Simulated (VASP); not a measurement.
A run of VASP 6.6.1 is set up as follows.

File INCAR:

```
ALGO     = Normal         # electronic algorithm
EDIFF    = 1E-6           # SCF threshold, eV
EDIFFG   = -0.002         # ionic threshold
ENCUT    = 600            # plane-wave cutoff, eV
IBRION   = 2              # ionic algorithm
ISIF     = 3              # what is computed and relaxed
ISMEAR   = -1             # smearing method
LASPH    = T              # aspherical terms in the spheres
LCHARG   = F              # write CHGCAR
LREAL    = F              # projectors in reciprocal space
LWAVE    = F              # write WAVECAR
NELM     = 100            # most SCF steps
NSW      = 100            # ionic steps
PREC     = Accurate       # precision mode
SIGMA    = 0.08           # smearing width, eV
```

File KPOINTS:

```
k-points
0
Gamma
  16 16 16
```

The input POSCAR:

```
CdS
1.0
    0.0000000000      2.7532440000      2.7532440000
    2.7532440000      0.0000000000      2.7532440000
    2.7532440000      2.7532440000      0.0000000000
Cd S
1 1
Direct
    0.0000000000      0.0000000000      0.0000000000
    0.5000000000      0.5000000000      0.5000000000
```

Potentials or basis: VASP PAW LDA potentials, release 64 (Cd, S).

Run with:

```console
$ cat potpaw_LDA.64/Cd/POTCAR potpaw_LDA.64/S/POTCAR > POTCAR
$ mpirun -np 1 vasp_std > vasp.out
```

**Question.** Estimate the band gap on the k mesh.

**Answer.** Zero (bands 9 and 10 overlap by 0.01 eV).

**Question.** What does it give for the relaxed cell?

**Answer.** a = 3.785 Å, b = 3.785 Å, c = 3.785 Å, α = 60.00°, β = 60.00°, γ = 60.00°.

**Question.** Estimate the relaxed volume.

**Answer.** 19.18 Å³/atom.

Step by step:
```tsv
step	energy change (eV)	largest force (eV/Å)	pressure (GPa)	volume (Å³)
1	0.0000	0.0000	-6.40	41.74
2	-0.0567	0.0000	3.91	36.90
3	-0.0737	0.0000	0.00	38.35
```

Caveat: semilocal functionals underestimate gaps, and a narrow one can read as zero.
